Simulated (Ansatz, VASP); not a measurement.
## Nb2BiN in VASP and in Ansatz

```
CELL_PARAMETERS angstrom
1.68995 0.97569 6.69342
-1.68995 0.97569 6.69342
0.00000 -1.95138 6.69342
ATOMIC_POSITIONS crystal
Nb 0.71426 0.71426 0.71426
Nb 0.28574 0.28574 0.28574
Bi 0.50000 0.50000 0.50000
N 0.00000 0.00000 0.00000
```

Alike in both runs: functional PBEsol; k mesh 6 × 6 × 6; occupations gaussian, width 0.1 eV; no spin polarisation.

Ansatz relaxed the structure, and its values are those at the end. VASP's run is a single point on that final structure, the one shown.

```csv
,VASP,Ansatz
version,VASP 6.6.1,Ansatz 0.2.0
potentials or method,"VASP PAW PBE potentials, release 64 (Nb_sv, Bi_d, N), cutoff 520 eV","scalar-relativistic, plane waves, PAW"
valence electrons in the cell,46,46
```

|  | VASP | Ansatz | Ansatz less VASP |
| --- | --- | --- | --- |
| gap on the k mesh at the Fermi level (eV) | none | none | - |
| pressure (GPa) | -0.2 | 0.0 | +0.23 |
| rms of the force components (eV/Å) | 0.012 | 0.016 | +0.0031 |

VASP's potentials were made for PBE, not for PBEsol. A gap of «none» marks a metal or a gap that the smearing closes. With one functional, cell and mesh, what is left measures potentials, basis and numerics.

The k mesh is coarse, so the values compare programs but aren't converged. Neither program's run includes spin-orbit coupling.
